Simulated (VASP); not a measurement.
Write the native input for VASP 6.6.1 that does the following.

- Task: single point
- Functional: PBE
- Potentials or basis: VASP PAW PBE potentials, release 64 (Cu, F)
- Cutoff: 520 eV
- k mesh: 9 × 9 × 4
- Occupations: fermi-dirac, width 0.02 eV
- Spin: no spin polarisation
- Dipole correction: no
- Further INCAR settings: ALGO = Normal; EDIFF = 1e-06; NBANDS = 26

The structure of CuF lies in POSCAR:

```
CuF
1.0
    2.8355589042      0.0000000000      0.0000000000
   -1.4177794521      2.4556660450      0.0000000000
    0.0000000000      0.0000000000      6.7389763891
Cu F
2 2
Direct
    0.3333333333      0.6666666667      0.0460751685
    0.6666666667      0.3333333333      0.5460751685
    0.3333333333      0.6666666667      0.3289248315
    0.6666666667      0.3333333333      0.8289248315
```

This cell differs from its parent crystal: volume changed by -3%.

These files were run (other wordings do the same):

INCAR

```
  ALGO = Normal
  EDIFF = 1E-6
  ENCUT = 520
  GGA = PE
  ISIF = 2
  ISMEAR = -1
  LASPH = True
  LCHARG = False
  LREAL = False
  LWAVE = False
  NBANDS = 26
  NELM = 80
  PREC = Accurate
  SIGMA = 0.02
```

KPOINTS

```
k-points
0
Gamma
  9 9 4
```

Potentials or basis: VASP PAW PBE potentials, release 64 (Cu, F).

Run with:

```console
$ cat potpaw_PBE.64/Cu/POTCAR potpaw_PBE.64/F/POTCAR > POTCAR
$ mpirun -np 1 vasp_std > vasp.out
```

Results of the run:

```
Pressure               : 3.0 GPa
Largest force          : 0.108 eV/Å
Band gap on the k mesh : 0.14 eV, indirect (least direct gap 0.45 eV)
```

Run time: 21 s on 1 thread of Intel(R) Xeon(R) 6975P-C (Granite Rapids), with other jobs on the host, peak memory 0.18 GiB.
